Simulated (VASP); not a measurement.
Ir:

```
Ir
1.0
     2.65004    0.00000    0.00000
    -1.32502    2.29500    0.00000
     0.00000    0.00000    4.29673
Ir
2
Direct
  0.66667 0.33333 0.75000
  0.33333 0.66667 0.25000
```

This isn't the form of Ir at room conditions, which is fcc.

Base run:

| Quantity | Value |
| --- | --- |
| Program | VASP 6.6.1 |
| Functional | LDA |
| Potentials or basis | VASP PAW LDA potentials, release 64 (Ir) |
| Cutoff | 520 eV |
| k mesh | 21 × 21 × 12 |
| Occupations | gaussian, width 0.15 eV |
| Spin | collinear spin |
| Starting moments | [0.1, 0.1] μB |
| Fixed moment | 0.2 μB |

Its results: pressure 32.6 GPa; site moments Ir +0.10 μB.

Task: The run is repeated on the same cell with these changes: fixed moment from 0.2 μB to 1.4 μB; moments at the start from [0.1, 0.1] to [0.7, 0.7]. What comes out?

Result: Pressure 37.7 GPa; site moments Ir +0.68 μB.

Caveats: the cell stands under pressure; the total moment is fixed, so each spin has its own Fermi level and the state may be an excited one.
